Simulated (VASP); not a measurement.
A run of VASP 6.6.1 is set up as follows.

INCAR

```
PREC     = Accurate       # precision mode
ENCUT    = 520            # plane-wave cutoff, eV
EDIFF    = 1E-7           # SCF threshold, eV
ISMEAR   = -1             # smearing method
SIGMA    = 0.03           # smearing width, eV
LREAL    = False          # projectors in reciprocal space
LASPH    = True           # aspherical terms in the spheres
NELM     = 150            # most SCF steps
ALGO     = Normal         # electronic algorithm
ISIF     = 2              # what is computed and relaxed
LWAVE    = False          # write WAVECAR
LCHARG   = False          # write CHGCAR
ISPIN    = 2              # spin polarisation
MAGMOM   = 1.5            # initial moments
LORBIT   = 11             # projections on sites
LMAXMIX  = 4              # l up to which the mixer works
GGA      = PS             # functional
NBANDS   = 16             # bands
```

Contents of KPOINTS:

```
regular mesh
0
Gamma
  19 19 19
```

File POSCAR:

```
V
1.0
   -1.5583900000      1.5130000000      1.5130000000
    1.5130000000     -1.5583900000      1.5130000000
    1.5130000000      1.5130000000     -1.5583900000
V
1
Direct
    0.0000000000      0.0000000000      0.0000000000
```

Potentials or basis: VASP PAW PBE potentials, release 64 (V_sv).

Launch:

```bash
$ cat potpaw_PBE.64/V_sv/POTCAR > POTCAR
$ mpirun -np 1 vasp_std > vasp.out
```

(1) What does it give for the net moment?

(2) Predict the pressure.

Results:

(1) 0.00 μB per cell.

(2) -11.4 GPa.

Caveat: the cell differs from its parent crystal (equal xy, yz and zx shear strains of -3 %); the cell stands under tension; the moments typed at the start vanished in this run; the PAW data sets were made with another functional, which shifts forces and pressure a little.
